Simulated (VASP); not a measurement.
# BAs (Pm-3m) in VASP: notebook

BAs is run at these levels: PBE-based screened hybrid, PBEsol-based screened hybrid, PBEsol; tasks: relaxation of cell and atoms, single point.

Everything below comes from runs of VASP 6.6.1. Logs are shortened: lines on timing, memory, paths and dates and some standing lists are left out, and cuts for length are marked.

### Step 1. The cell of the first run

The structure is cubic, space group Pm-3m (No. 221). The conventional cell has a = 2.957 Å, b = 2.957 Å, c = 2.957 Å, α = 90.00°, β = 90.00°, γ = 90.00°. B (site symmetry m-3m) has 8 As at 2.56 Å and 6 B at 2.96 Å within 3.4 Å. Within 3.4 Å of As (site symmetry m-3m) lie 8 B at 2.56 Å and 6 As at 2.96 Å.

### Step 2. Relaxation of cell and atoms, PBE-based screened hybrid

The input, POSCAR:

```
BAs
1.0
    2.9570103300      0.0000000000      0.0000000000
    0.0000000000      2.9570103300      0.0000000000
    0.0000000000      0.0000000000      2.9570103300
B As
1 1
Direct
    0.5000000000      0.5000000000      0.5000000000
    0.0000000000      0.0000000000      0.0000000000
```

The input, INCAR.step1:

```
  ALGO = Normal
  EDIFF = 1E-5
  ENCUT = 600
  GGA = PE
  ISMEAR = -1
  LASPH = T
  LCHARG = F
  LREAL = F
  LWAVE = T
  NBANDS = 11
  NELM = 60
  PREC = Accurate
  SIGMA = 0.05
```

The input, INCAR.step2:

```
  AEXX = 0.25
  ALGO = Normal
  EDIFF = 1E-7
  EDIFFG = -0.01
  ENCUT = 600
  GGA = PE
  HFSCREEN = 0.3
  IBRION = 2
  ISIF = 3
  ISMEAR = -1
  ISTART = 1
  LASPH = T
  LCHARG = F
  LHFCALC = T
  LREAL = F
  LWAVE = F
  NELM = 60
  NSW = 60
  PREC = Accurate
  PRECFOCK = Normal
  SIGMA = 0.05
```

The input, KPOINTS:

```
k-points
0
Gamma
  5 5 5
```

Potentials or basis: VASP PAW PBE potentials, release 64 (B, As).

The run is started by

```sh
> cat potpaw_PBE.64/B/POTCAR potpaw_PBE.64/As/POTCAR > POTCAR
> cp INCAR.step1 INCAR
> mpirun -np 1 vasp_std > vasp.out
> cp INCAR.step2 INCAR
> mpirun -np 1 vasp_std > vasp.out
```

OUTCAR:

```text
AEXX = 0.25
   EDIFF = 1E-7
   EDIFFG = -0.01
   ENCUT = 600
   GGA = PE
   HFSCREEN = 0.3
   IBRION = 2
   ISIF = 3
   ISMEAR = -1
   ISTART = 1
   LASPH = T
   LHFCALC = T
   LREAL = F
   NELM = 60
   NSW = 60
   PREC = Accurate
   PRECFOCK = Normal

 ion  position               nearest neighbor table
   1  0.500  0.500  0.500-
   2  0.000  0.000  0.000-

  LATTYP: Found a simple cubic cell.
 ALAT       =     2.9570103300

  Lattice vectors:

 A1 = (   2.9570103300,   0.0000000000,   0.0000000000)
 A2 = (   0.0000000000,   2.9570103300,   0.0000000000)
 A3 = (   0.0000000000,   0.0000000000,   2.9570103300)

Analysis of symmetry for initial positions (statically):
=====================================================================
 Subroutine PRICEL returns:
 Original cell was already a primitive cell.

 Routine SETGRP: Setting up the symmetry group for a
 simple cubic supercell.

 Subroutine GETGRP returns: Found 48 space group operations
 (whereof 48 operations were pure point group operations)
 out of a pool of 48 trial point group operations.

The static configuration has the point symmetry O_h .

Analysis of symmetry for dynamics (positions and initial velocities):
=====================================================================
 Subroutine PRICEL returns:
 Original cell was already a primitive cell.

 Routine SETGRP: Setting up the symmetry group for a
 simple cubic supercell.

 Subroutine GETGRP returns: Found 48 space group operations
 (whereof 48 operations were pure point group operations)
 out of a pool of 48 trial point group operations.

The dynamic configuration has the point symmetry O_h .

 Subroutine INISYM returns: Found 48 space group operations
 (whereof 48 operations are pure point group operations),
 and found     1 'primitive' translations

----------------------------------------------------------------------------------------

                                     Primitive cell

  volume of cell :      25.8558

  direct lattice vectors                    reciprocal lattice vectors
     2.957010330  0.000000000  0.000000000     0.338179407  0.000000000  0.000000000
     0.000000000  2.957010330  0.000000000     0.000000000  0.338179407  0.000000000
     0.000000000  0.000000000  2.957010330     0.000000000  0.000000000  0.338179407

  length of vectors
     2.957010330  2.957010330  2.957010330     0.338179407  0.338179407  0.338179407

  position of ions in fractional coordinates (direct lattice)
     0.500000000  0.500000000  0.500000000
     0.000000000  0.000000000  0.000000000

  ion indices of the primitive-cell ions
   primitive index   ion index
                 1           1
                 2           2

----------------------------------------------------------------------------------------

 KPOINTS: k-points

Automatic generation of k-mesh.
 Grid dimensions read from file:
 generate k-points for:    5    5    5

 Generating k-lattice:

  Cartesian coordinates                     Fractional coordinates (reciprocal lattice)
     0.067635881  0.000000000  0.000000000     0.200000000  0.000000000  0.000000000
     0.000000000  0.067635881  0.000000000     0.000000000  0.200000000  0.000000000
     0.000000000  0.000000000  0.067635881     0.000000000  0.000000000  0.200000000

  Length of vectors
     0.067635881  0.067635881  0.067635881

  Shift w.r.t. Gamma in fractional coordinates (k-lattice)
     0.000000000  0.000000000  0.000000000

 Subroutine IBZKPT returns following result:
 ===========================================

 Found     10 irreducible k-points:

 Following reciprocal coordinates:
            Coordinates               Weight
  0.000000  0.000000  0.000000      1.000000
  0.200000  0.000000  0.000000      6.000000
  0.400000  0.000000  0.000000      6.000000
  0.200000  0.200000  0.000000     12.000000
  0.400000  0.200000  0.000000     24.000000
  0.400000  0.400000  0.000000     12.000000
  0.200000  0.200000  0.200000      8.000000
  0.400000  0.200000  0.200000     24.000000
  0.400000  0.400000  0.200000     24.000000
  0.400000  0.400000  0.400000      8.000000
   k-points           NKPTS =     10   k-points in BZ     NKDIM =    125   number of bands    NBANDS=      8
   number of dos      NEDOS =    301   number of ions     NIONS =      2
   total plane-waves  NPLWV =  13824
   dimension x,y,z NGX =    24 NGY =   24 NGZ =   24
   dimension x,y,z NGXF=    48 NGYF=   48 NGZF=   48
   ions per type =               1   1
   NGX,Y,Z   is equivalent  to a cutoff of  13.49, 13.49, 13.49 a.u.
   NGXF,Y,Z  is equivalent  to a cutoff of  26.99, 26.99, 26.99 a.u.
 SYSTEM =  unknown system
   PREC   = accura    normal or accurate (medium, high low for compatibility)
   ISTART =      1    job   : 0-new  1-cont  2-samecut
   ICHARG =      0    charge: 1-file 2-atom 10-const
   ISPIN  =      1    spin polarized calculation?
   LNONCOLLINEAR =      F non collinear calculations
   LSORBIT =      F    spin-orbit coupling
   LASPH  =      T    aspherical Exc in radial PAW
   ENCUT  =  600.0 eV  44.10 Ry    6.64 a.u.   5.91  5.91  5.91*2*pi/ulx,y,z
   NELM   =     60;   NELMIN=  2; NELMDL=  0     # of ELM steps
   EDIFF  = 0.1E-06   stopping-criterion for ELM
   LREAL  =      F    real-space projection
   EDIFFG = -.1E-01   stopping-criterion for IOM
   NSW    =     60    number of steps for IOM
   IBRION =      2    ionic relax: 0-MD 1-quasi-New 2-CG
   NFREE  =      1    steps in history (QN), initial steepest desc. (CG)
   ISIF   =      3    stress and relaxation
   ISYM   =      3    0-nonsym 1-usesym 2-fastsym
   POTIM  = 0.5000    time-step for ionic-motion
   TEBEG  =    0.0;   TEEND  =   0.0 temperature during run
   PSTRESS=    0.0 pullay stress
   NELECT =       8.0000    total number of electrons
   NUPDOWN=      -1.0000    fix difference up-down
   EMIN   =  10.00;   EMAX   =-10.00  energy-range for DOS
   EFERMI =   0.00;   METHOD = LEGACY
   ISMEAR =    -1;   SIGMA  =   0.05  broadening in eV -4-tet -1-fermi 0-gaus
   EFERMI_NEDOS =   21; number of points for ismear=-14 and -15
   IALGO  =     38    algorithm
   IMIX   =      1    mixing-type and parameters
     AMIX     =   0.40;   BMIX     =  1.00
     AMIX_MAG =   1.60;   BMIX_MAG =  1.00
  volume/ion in A,a.u.               =      12.93        87.24
  Fermi-wavevector in a.u.,A,eV,Ry     =   1.107266  2.092429 16.681261  1.226038
  Thomas-Fermi vector in A             =   2.243778
   LORBIT       =      0    0 simple, 1 ext, 2 COOP (PROOUT), +10 PAW based schemes
   GGA     = PE    functional components
   LHFCALC =     T    Hartree Fock is set to
   PRECFOCK=normal    Normal, Fast or Accurate (Low or Medium for compatibility)
   ENCUT4O =  -1.0   cutoff for four orbital integrals eV
   NKREDX  =     1    reduce k-point grid by
   NKREDY  =     1    reduce k-point grid by
   NKREDZ  =     1    reduce k-point grid by
   AEXX    =    0.2500 exact exchange contribution
   HFSCREEN=    0.3000 screening length (either q_TF or 0.3 A-1)
   HFSCREENC=   0.3000 screening length for correlation (either q_TF or 0.3 A-1)
   ENCUTFOCK=  -1.0 apply spherical cutoff to Coloumb kernel
   IVDW    =     0    specifies the selected vdW correction
   LEPSILON=     F    determine dielectric tensor
   LRPA    =     F    only Hartree local field effects (RPA)
 conjugate gradient relaxation of ions
 non-spin polarized calculation
  energy-cutoff  :      600.00
  volume of cell :       25.86
 maximum number of plane-waves:       877
 NGX is ok and might be reduce to    24
  NGX = 18; NGY = 18; NGZ = 18

--------------------------------------- Ionic step        1  -------------------------------------------

 number of electron       7.9999999 magnetization

 Free energy of the ion-electron system (eV)
  ---------------------------------------------------
  ext. energy  EPLUGINS =         0.00000000
  ---------------------------------------------------
  free energy    TOTEN  =        -9.34672926 eV

  energy without entropy =       -9.34295500  energy(sigma->0) =       -9.34484213

------------------------ aborting loop because EDIFF is reached ----------------------------------------

  FORCE on cell =-STRESS in cart. coord.  units (eV):
  Direction    XX          YY          ZZ          XY          YZ          ZX
  --------------------------------------------------------------------------------------
  -------------------------------------------------------------------------------------
  Total       -1.3789594     -1.3789594     -1.3789594      0.0000000     -0.0000000     -0.0000000
  in kB      -85.4483233    -85.4483233    -85.4483233      0.0000000     -0.0000000     -0.0000000
  external PRESSURE =     -85.4483233 kB  Pullay stress =       0.0000000 kB

 VOLUME and BASIS-vectors are now :
 -----------------------------------------------------------------------------
  energy-cutoff  :      600.00
  volume of cell :       25.86
      direct lattice vectors                 reciprocal lattice vectors
     2.957010330  0.000000000  0.000000000     0.338179407  0.000000000  0.000000000
     0.000000000  2.957010330  0.000000000     0.000000000  0.338179407  0.000000000
     0.000000000  0.000000000  2.957010330     0.000000000  0.000000000  0.338179407
[... 73 lines left out ...]
 POSITION                                       TOTAL-FORCE (eV/Angst)
 -----------------------------------------------------------------------------------
      1.44125      1.44125      1.44125         0.000000     -0.000000      0.000000
      0.00000      0.00000      0.00000        -0.000000      0.000000      0.000000
 -----------------------------------------------------------------------------------
    total drift:                                0.000001      0.000001     -0.000002

  FREE ENERGIE OF THE ION-ELECTRON SYSTEM (eV)
  ---------------------------------------------------
  free  energy   TOTEN  =        -9.3989435597 eV

  energy  without entropy=       -9.3956865217  energy(sigma->0) =       -9.39731504

--------------------------------------- Ionic step        4  -------------------------------------------

 number of electron       8.0000001 magnetization

 Free energy of the ion-electron system (eV)
  ---------------------------------------------------
  ext. energy  EPLUGINS =         0.00000000
  ---------------------------------------------------
  free energy    TOTEN  =        -9.39897267 eV

  energy without entropy =       -9.39579688  energy(sigma->0) =       -9.39738478

 E-fermi :   8.0367     XC(G=0):  -9.7473

 val. band max:        7.8389513742   @ k =   0.4000   0.4000   0.2000
 cond. band min:       8.1065502179   @ k =   0.0000   0.0000   0.0000
 fundamental gap:      0.2675988437
 Fermi energy:         8.0367459654

 k-point     1 :       0.0000    0.0000    0.0000
  band No.  band energies     occupation
      1     -10.2772      2.00000
      2       6.7249      2.00000
      3       6.7249      2.00000
      4       6.7249      2.00000
      5       8.1066      0.39688
      6      13.6830      0.00000
      7      13.6830      0.00000
      8      18.7079      0.00000

 k-point     2 :       0.2000    0.0000    0.0000
  band No.  band energies     occupation
      1      -9.5504      2.00000
      2       2.0109      2.00000
      3       7.4919      1.99996
      4       7.4919      1.99996
      5       9.7648      0.00000
      6      14.3869      0.00000
      7      16.6043      0.00000
      8      16.8462      0.00000
[... 108 lines left out ...]
 POSITION                                       TOTAL-FORCE (eV/Angst)
 -----------------------------------------------------------------------------------
      1.44051      1.44051      1.44051        -0.000000      0.000000      0.000000
      0.00000      0.00000      0.00000         0.000000     -0.000000      0.000000
 -----------------------------------------------------------------------------------
    total drift:                                0.000002      0.000003     -0.000005

  FREE ENERGIE OF THE ION-ELECTRON SYSTEM (eV)
  ---------------------------------------------------
  free  energy   TOTEN  =        -9.3989726695 eV

  energy  without entropy=       -9.3957968807  energy(sigma->0) =       -9.39738478

 reached required accuracy - stopping structural energy minimisation
```

Wall time 11 min (1 thread of Intel Xeon Platinum 8375C at 2.90GHz (Ice Lake), shared host); peak memory 0.25 GiB.

Results:

- Free energy: -9.3990 eV
- Relaxed volume: 11.96 Å³/atom
- Relaxed cell: a = 2.881 Å, b = 2.881 Å, c = 2.881 Å, α = 90.00°, β = 90.00°, γ = 90.00°
- Space group after relaxing (to 0.05 Å): Pm-3m (No. 221)
- Energy gained by relaxing: 26.1 meV/atom
- Ionic steps: 4
- Pressure after relaxing: 0.0 GPa
- Band gap on the k mesh: zero (band 4 reaches 9.70 eV, above the bottom of band 5 at 5.77 eV)

The path:
| step | energy change (eV) | largest force (eV/Å) | pressure (GPa) | volume (Å³) |
| --- | --- | --- | --- | --- |
| 1 | 0.0000 | 0.0000 | -8.54 | 25.86 |
| 2 | -0.0472 | 0.0000 | 3.17 | 23.36 |
| 3 | -0.0522 | 0.0000 | -0.20 | 23.95 |
| 4 | -0.0522 | 0.0000 | -0.05 | 23.91 |

Final structure:
```
CELL_PARAMETERS angstrom
2.88101 0.00000 0.00000
0.00000 2.88101 0.00000
0.00000 0.00000 2.88101
ATOMIC_POSITIONS crystal
B 0.50000 0.50000 0.50000
As 0.00000 0.00000 0.00000
```

Levels at points of the mesh, in eV from the Fermi level:
| k point | band 2 | band 3 | band 4 | band 5 | band 6 | band 7 |
| --- | --- | --- | --- | --- | --- | --- |
| (0.00, 0.00, 0.00) | -1.31 | -1.31 | -1.31 | 0.07 | 5.65 | 5.65 |

Caveat: the k points lie up to 0.44 Å⁻¹ apart in the final cell; the PAW data sets were made with another functional, which shifts forces and pressure a little.

### Step 3. Relaxation of cell and atoms, PBEsol-based screened hybrid

POSCAR is that of step 2.

The input, INCAR.step1:

```
ALGO = Normal ; EDIFF = 1E-5
ENCUT = 600 ; GGA = PE
ISMEAR = -1 ; LASPH = T
LCHARG = F ; LREAL = F
LWAVE = T ; NBANDS = 11
NELM = 60 ; PREC = Accurate
SIGMA = 0.05
```

The input, INCAR.step2:

```
AEXX = 0.25 ; ALGO = Normal
EDIFF = 1E-6 ; EDIFFG = -0.01
ENCUT = 600 ; GGA = PS
HFSCREEN = 0.207 ; IBRION = 2
ISIF = 3 ; ISMEAR = -1
ISTART = 1 ; LASPH = T
LCHARG = F ; LHFCALC = T
LREAL = F ; LWAVE = F
NELM = 60 ; NSW = 60
PREC = Accurate ; PRECFOCK = Normal
SIGMA = 0.05
```

KPOINTS is that of step 2.

Potentials or basis: VASP PAW PBE potentials, release 64 (B, As).

The run is started by

```sh
> cat potpaw_PBE.64/B/POTCAR potpaw_PBE.64/As/POTCAR > POTCAR
> cp INCAR.step1 INCAR
> mpirun -np 1 vasp_std > vasp.out
> cp INCAR.step2 INCAR
> mpirun -np 1 vasp_std > vasp.out
```

It took 7.9 min on 1 thread of Intel Xeon Platinum 8375C at 2.90GHz (Ice Lake), shared host; peak memory 0.25 GiB.

It converged, with:

| Item | Value |
| --- | --- |
| Free energy | -10.2945 eV |
| Relaxed volume | 11.70 Å³/atom |
| Relaxed cell | a = 2.861 Å, b = 2.861 Å, c = 2.861 Å, α = 90.00°, β = 90.00°, γ = 90.00° |
| Space group after relaxing (to 0.05 Å) | Pm-3m (No. 221) |
| Energy gained by relaxing | 45.0 meV/atom |
| Ionic steps | 4 |
| Pressure after relaxing | 0.0 GPa |
| Band gap on the k mesh | zero (band 4 reaches 9.97 eV, above the bottom of band 5 at 5.95 eV) |

The path:
| step | energy change (eV) | largest force (eV/Å) | pressure (GPa) | volume (Å³) |
| --- | --- | --- | --- | --- |
| 1 | 0.0000 | 0.0000 | -11.10 | 25.86 |
| 2 | -0.0775 | 0.0000 | 5.37 | 22.65 |
| 3 | -0.0900 | 0.0000 | -0.23 | 23.46 |
| 4 | -0.0901 | 0.0000 | 0.02 | 23.41 |

Final structure:
```
B As
1.0
     2.86064    0.00000    0.00000
     0.00000    2.86064    0.00000
     0.00000    0.00000    2.86064
B As
1 1
Direct
  0.50000 0.50000 0.50000
  0.00000 0.00000 0.00000
```

Levels at points of the mesh, in eV from the Fermi level:
```tsv
k point	band 1	band 2	band 3	band 4	band 5	band 6	band 7	band 8
(0.00, 0.00, 0.00)	-18.77	-1.43	-1.43	-1.43	0.39	5.71	5.71	11.09
```

Caveat: the k points lie up to 0.44 Å⁻¹ apart in the final cell; the PAW data sets were made with another functional, which shifts forces and pressure a little.

(Continued in part 2 of 2.)
